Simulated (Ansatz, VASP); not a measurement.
# Two plane-wave programs on AlRu

The input INCAR:

```
SYSTEM = AlRu
PREC = Accurate
ENCUT = 520
EDIFF = 1E-6
ISMEAR = -1
SIGMA = 0.05
LREAL = .False.
LASPH = .True.
NELM = 80
ALGO = Normal
ISIF = 2
LWAVE = .False.
LCHARG = .True.
LELF = .True.
LVHAR = .True.
NBANDS = 16
```

KPOINTS

```
Automatic mesh
0
Gamma
  14 14 14
  0 0 0
```

Contents of POSCAR:

```
AlRu
1.0
    0.0000000000      2.3429015214      2.3429015214
    2.3429015214      0.0000000000      2.3429015214
    2.3429015214      2.3429015214      0.0000000000
Ru Al
1 1
Direct
    0.0000000000      0.0000000000      0.0000000000
    0.5000000000      0.5000000000      0.5000000000
```

Input for Ansatz:

```yaml
crystal:
  lattice:
    - [0.0, 2.3429015214, 2.3429015214]
    - [2.3429015214, 0.0, 2.3429015214]
    - [2.3429015214, 2.3429015214, 0.0]
  atoms:
    - { symbol: Ru, position: [0.0, 0.0, 0.0] }
    - { symbol: Al, position: [0.5, 0.5, 0.5] }
kpoints:
  mp_grid: { grid: [14, 14, 14] }
scf:
  occupations: { method: fermi_dirac, width: 0.05 }
hamiltonian:
  xc: lda
  pseudopotentials: { kind: paw, level: accurate }
output:
  forces: true
  stress: true
  eigenvalues: true
  write_density: true
  write_potential: true
  elf: true
  volumetric_format: npy
```

Alike in both runs: task single point; functional LDA; k mesh 14 × 14 × 14; occupations fermi-dirac, width 0.05 eV; no spin polarisation.

```csv
,VASP,Ansatz
version,VASP 6.6.1,Ansatz 0.2.0
potentials or method,"VASP PAW LDA potentials, release 64 (Ru_pv, Al)","PAW with other files of Ansatz's library (level accurate), scalar-relativistic"
plane-wave cutoff (eV),520,1050
valence electrons in the cell,17,27
```

```csv
,VASP,Ansatz,Ansatz less VASP
pressure (GPa),28.5,27.6,-0.94
```

LDA's correlation is that of Perdew and Zunger in VASP and of Perdew and Wang (1992) in Ansatz. VASP's potentials hold 17 valence electrons a cell and Ansatz's 27, so a difference there can come from the potentials and not from the codes.
